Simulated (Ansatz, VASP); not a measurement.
TaN in VASP and in Ansatz

Contents of POSCAR:

```
TaN
1.0
    2.9363381894      0.0000000000      0.0000000000
   -1.4681690947      2.5429434661      0.0000000000
    0.0000000000      0.0000000000      2.8598013836
Ta N
1 1
Direct
    0.0000000000      0.0000000000      0.0000000000
    0.6666666667      0.3333333333      0.5000000000
```

File INCAR.step1:

```
ALGO = Normal ; EDIFF = 1E-4
ENCUT = 520 ; GGA = PE
ISMEAR = 0 ; LASPH = T
LCHARG = F ; LREAL = F
LWAVE = T ; NBANDS = 15
NELM = 100 ; PREC = Accurate
SIGMA = 0.1
```

File INCAR.step2:

```
ALGO = Normal ; EDIFF = 1E-7
ENCUT = 520 ; ISIF = 2
ISMEAR = 0 ; ISTART = 1
LASPH = T ; LCHARG = F
LMIXTAU = T ; LREAL = F
LWAVE = F ; METAGGA = R2SCAN
NBANDS = 15 ; NELM = 100
PREC = Accurate ; SIGMA = 0.1
```

Contents of KPOINTS:

```
k-points
0
Gamma
  6 6 6
```

Input for Ansatz:

```yaml
crystal:
  lattice:
    - [2.9363381894, 0.0, 0.0]
    - [-1.4681690947, 2.5429434661, 0.0]
    - [0.0, 0.0, 2.8598013836]
  atoms:
    - { symbol: Ta, position: [0.0, 0.0, 0.0] }
    - { symbol: "N", position: [0.6666666667, 0.3333333333, 0.5] }
basis:
  ecutwfc: 500
kpoints:
  mp_grid: { grid: [6, 6, 6] }
hamiltonian:
  xc: r2scan
scf:
  occupations: { method: gaussian, width: 0.1 }
output:
  forces: true
  stress: true
  eigenvalues: true
```

Alike in both runs: task single point; functional r2SCAN; k mesh 6 × 6 × 6; occupations gaussian, width 0.1 eV; no spin polarisation.

|  | VASP | Ansatz |
| --- | --- | --- |
| version | VASP 6.6.1 | Ansatz 0.2.0 |
| potentials or method | VASP PAW PBE potentials, release 64 (Ta_pv, N), cutoff 520 eV | scalar-relativistic, plane waves, PAW |
| valence electrons in the cell | 16 | 18 |

Ansatz gave:

| Quantity | Value |
| --- | --- |
| gap on the k mesh at the Fermi level (eV) | none |
| pressure (GPa) | 3.4 |
| traceless stress, the component that is largest in VASP (GPa) | 4.09 |

Problem. Which values does VASP return?

Solution. gap on the k mesh at the Fermi level (eV): none; pressure (GPa): 5.1; traceless stress, the component that is largest in VASP (GPa): 4.26.

VASP's potentials were made for PBE, not for r2SCAN. A gap of «none» marks a metal or a gap that the smearing closes. VASP's potentials hold 16 valence electrons a cell and Ansatz's 18, so a difference there can come from the potentials and not from the codes.

The k mesh is coarse, so the values compare programs but aren't converged. Spin-orbit coupling is off throughout.
